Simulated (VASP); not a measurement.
A run of VASP 6.6.1 is set up as follows.

File INCAR:

```
SYSTEM = MoS2
ALGO = Normal
EDIFF = 1E-6
ENCUT = 520
GGA = PE
ISIF = 2
ISMEAR = -1
LASPH = .TRUE.
LCHARG = .TRUE.
LELF = .TRUE.
LREAL = .FALSE.
LVHAR = .TRUE.
LWAVE = .FALSE.
NBANDS = 20
NELM = 100
PREC = Accurate
SIGMA = 0.02
```

Contents of KPOINTS:

```
k-points
0
G
  12 12 4
  0 0 0
```

The input POSCAR:

```
MoS2
1.0
    3.1709601090      0.0000000000      0.0000000000
   -1.5854800545      2.7461320088      0.0000000000
    0.0000000000      0.0000000000      6.8100356761
Mo S
1 2
Direct
    0.0000000000      0.0000000000      0.0000000000
    0.3333333333      0.6666666667      0.2285274094
    0.3333333333      0.6666666667      0.7714725906
```

Potentials or basis: VASP PAW PBE potentials, release 64 (Mo_sv, S).

Launch:

```sh
$ cat potpaw_PBE.64/Mo_sv/POTCAR potpaw_PBE.64/S/POTCAR > POTCAR
$ mpirun -np 1 vasp_std > vasp.out
```

Question: What does it give for the largest force?

Answer: 0.124 eV/Å.

Question: Estimate the pressure.

Answer: 2.0 GPa.

Question: Predict the band gap on the k mesh.

Answer: 1.28 eV, indirect (least direct gap 1.69 eV).

Forces on the atoms (eV/Å):
```
Mo   0.000  0.000  0.000
S    0.000  0.000  0.124
S    0.000  0.000 -0.124
```

Caveat: this functional lacks dispersion, which binds the layers, so the pressure and a relaxed spacing across them are unreliable. A k mesh can miss the band edges.
